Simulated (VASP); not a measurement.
A run of VASP 6.6.1 is set up as follows.

POSCAR

```
C
1.0
    2.4926452998      0.0000000000      0.0000000000
   -1.2463226499      2.1586941522      0.0000000000
    0.0000000000      0.0000000000      6.9730990672
C
4
Direct
    0.0000000000      0.0000000000      0.2500000000
    0.0000000000      0.0000000000      0.7500000000
    0.3333333333      0.6666666667      0.2500000000
    0.6666666667      0.3333333333      0.7500000000
```

File INCAR.step1:

```
PREC = Accurate
ENCUT = 520
ISMEAR = 0
SIGMA = 0.1
LREAL = False
LASPH = True
NELM = 80
NBANDS = 16
GGA = PE
ALGO = Normal
EDIFF = 1E-4
LWAVE = True
LCHARG = False
```

Contents of INCAR.step2:

```
PREC = Accurate
ENCUT = 520
EDIFF = 1E-6
ISMEAR = 0
SIGMA = 0.1
LREAL = False
LASPH = True
NELM = 80
ALGO = Normal
ISIF = 2
LWAVE = False
LCHARG = True
METAGGA = R2SCAN
LMIXTAU = True
LELF = True
LVHAR = True
NBANDS = 16
ISTART = 1
```

The input KPOINTS:

```
Automatic mesh
0
Gamma
  24 24 8
```

Potentials or basis: VASP PAW PBE potentials, release 64 (C).

Launch:

```console
$ cat potpaw_PBE.64/C/POTCAR > POTCAR
$ cp INCAR.step1 INCAR
$ mpirun -np 1 vasp_std > vasp.out
$ cp INCAR.step2 INCAR
$ mpirun -np 1 vasp_std > vasp.out
```

**Question.** Estimate the pressure.

**Answer.** -10.8 GPa.

**Question.** Estimate the band gap on the k mesh.

**Answer.** Zero (band 8 reaches 4.10 eV, above the bottom of band 9 at 4.08 eV).

Stress tensor (GPa, compression positive):
```
-16.32   0.00   0.00
  0.00 -16.32   0.00
  0.00   0.00   0.25
```

Caveat: the cell differs from its parent crystal (biaxial strain in the a-b plane: +1.5 %); the PAW data sets were made with another functional, which shifts forces and pressure a little.
